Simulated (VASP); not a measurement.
Wanted: the native input for a VASP 6.6.1 run.

```yaml
Task: single point
Functional: PBE
Potentials_or_basis: VASP PAW PBE potentials, release 64 (Ta_pv, H)
Cutoff: 520 eV
k_mesh: 3 × 3 × 3
Occupations: gaussian, width 0.1 eV
Spin: no spin polarisation
Dipole_correction: no
Further_INCAR_settings: LREAL = Auto; ALGO = Normal; EDIFF = 1e-07; NBANDS = 102
```

The structure of Ta16H (a cell with a defect) lies in POSCAR:

```
Ta16H
1.0
    6.6200000000      0.0000000000      0.0000000000
    0.0000000000      6.6200000000      0.0000000000
    0.0000000000      0.0000000000      6.6200000000
Ta H
16 1
Direct
   -0.0058360309      0.0006206073     -0.0092350513
    0.5015409955      0.0006353852     -0.0011201761
    0.0007840470      0.5006385655      0.0001629262
   -0.0058222410      0.0006261133      0.5086188707
    0.2552325687      0.2595541260      0.2497203228
    0.5007745758      0.5006279057      0.0013873900
    0.5015441014      0.0006375864      0.5005353312
    0.7478796768      0.2514579175      0.2497009027
    0.0007745902      0.5006297139      0.4992496660
    0.2552133416      0.7417727353      0.2497132022
    0.2486341430      0.2501710253      0.7497010787
    0.5007827867      0.5006315425      0.4980579299
    0.7478752500      0.7497923170      0.2496991848
    0.7486250728      0.2489664042      0.7497030160
    0.2486630617      0.7510892336      0.7497099785
    0.7486182829      0.7522674384      0.7496981822
    0.1246438479      0.0007208827      0.2496319456
```

One way to write it, as run:

INCAR

```
PREC = Accurate
ENCUT = 520
EDIFF = 1E-7
ISMEAR = 0
SIGMA = 0.1
LREAL = Auto
LASPH = True
NELM = 100
ALGO = Normal
ISIF = 2
LWAVE = False
LCHARG = False
GGA = PE
NBANDS = 102
```

KPOINTS

```
Automatic mesh
0
Gamma
  3 3 3
```

Potentials or basis: VASP PAW PBE potentials, release 64 (Ta_pv, H).

Command:

```sh
$ cat potpaw_PBE.64/Ta_pv/POTCAR potpaw_PBE.64/H/POTCAR > POTCAR
$ mpirun -np 1 vasp_std > vasp.out
```

Results of the run:

| Quantity | Value |
| --- | --- |
| Pressure | 3.8 GPa |
| Largest force | 0.018 eV/Å |
| Band gap on the k mesh | zero (an odd number of electrons rules out a gap without spin polarisation) |

Caveat: spin-orbit coupling is left out, which moves the levels of the heavy elements.

Run time: 19 min on 1 thread of Oxide Virtual Turin-like Processor, on a shared host, peak memory 0.48 GiB.
